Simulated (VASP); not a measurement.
Set up this calculation in VASP 6.6.1, as the native input.

| Quantity | Value |
| --- | --- |
| Task | relaxation of cell and atoms |
| Functional | PBE |
| Potentials or basis | VASP PAW PBE potentials, release 64 (Al, Cl, Mg) |
| Cutoff | 600 eV |
| k mesh | 5 × 5 × 3 |
| Occupations | fermi-dirac, width 0.0429 eV |
| Spin | no spin polarisation |
| Dipole correction | no |
| Further INCAR settings | ALGO = Normal; EDIFF = 1e-07; IBRION = 2; EDIFFG = -0.01; NSW = 60; ISIF = 3 |

The structure of MgAl2Cl2 lies in POSCAR:

```
MgAl2Cl2
1.0
    4.0207810000      0.0000000000      0.0000000000
   -2.0103910000      3.4821020000      0.0000000000
    0.0000000000      0.0000000000      6.9259360000
Al Cl Mg
2 2 1
Direct
    0.3333300000      0.6666700000      0.3773000000
    0.6666700000      0.3333300000      0.6227000000
    0.3333300000      0.6666700000      0.7346000000
    0.6666700000      0.3333300000      0.2654000000
    0.0000000000      0.0000000000      0.0000000000
```

One way to write it, as run:

INCAR

```
SYSTEM = MgAl2Cl2
PREC = Accurate
ENCUT = 600
EDIFF = 1E-7
ISMEAR = -1
SIGMA = 0.0429
LREAL = .FALSE.
LASPH = .TRUE.
NELM = 60
ALGO = Normal
ISIF = 3
LWAVE = .FALSE.
LCHARG = .FALSE.
GGA = PE
IBRION = 2
NSW = 60
EDIFFG = -0.01
```

KPOINTS

```
regular mesh
0
G
  5 5 3
  0 0 0
```

Potentials or basis: VASP PAW PBE potentials, release 64 (Al, Cl, Mg).

Command:

```bash
$ cat potpaw_PBE.64/Al/POTCAR potpaw_PBE.64/Cl/POTCAR potpaw_PBE.64/Mg/POTCAR > POTCAR
$ mpirun -np 1 vasp_std > vasp.out
```

Results of the run:

```json
{
  "Relaxed volume": "25.31 Å³/atom",
  "Relaxed cell": "a = 3.562 Å, b = 3.562 Å, c = 11.518 Å, α = 90.00°, β = 90.00°, γ = 120.00°",
  "Space group after relaxing (to 0.05 Å)": "P-3m1 (No. 164)",
  "Energy gained by relaxing": "1367.7 meV/atom",
  "Ionic steps": "24",
  "Pressure after relaxing": "0.0 GPa",
  "Largest force after relaxing": "0.009 eV/Å",
  "Band gap on the k mesh": "zero (band 11 reaches 4.39 eV, above the bottom of band 12 at 3.66 eV)"
}
```

Caveat: the k points lie up to 0.41 Å⁻¹ apart in the final cell; the volume moved by over 15 % at a fixed basis, so the end points are rough.

Wall time 6.7 min on 1 thread of Intel(R) Xeon(R) 6975P-C (Granite Rapids), with other jobs on the host, peak memory 0.26 GiB.
